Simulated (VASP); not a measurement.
The system is SrO.

```xyz
2
Lattice="0.0000 2.5139 2.5139 2.5139 0.0000 2.5139 2.5139 2.5139 0.0000" Properties=species:S:1:pos:R:3 pbc="T T T"
Sr    2.5139    2.5139    2.5139
O     0.0000    0.0000    0.0000
```

Base run:

* Program: VASP 6.6.1
* Functional: LDA
* Potentials or basis: VASP PAW LDA potentials, release 64 (Sr_sv, O)
* Cutoff: 520 eV
* k mesh: 9 × 9 × 9
* Occupations: fermi-dirac, width 0.05 eV
* Spin: no spin polarisation

Its results: band gap on the k mesh 3.10 eV, indirect (least direct gap 3.14 eV); pressure 3.3 GPa.

Task: The run is repeated on the same cell with these changes: functional from LDA to PBEsol; potentials or basis from VASP PAW LDA potentials, release 64 (Sr_sv, O) to VASP PAW PBE potentials, release 64 (Sr_sv, O). What comes out?

Result: Band gap on the k mesh 3.16 eV, indirect (least direct gap 3.20 eV); pressure 6.8 GPa.

Caveats: the PAW data sets were made with another functional, which shifts forces and pressure a little (some runs).

A k mesh can miss the band edges.
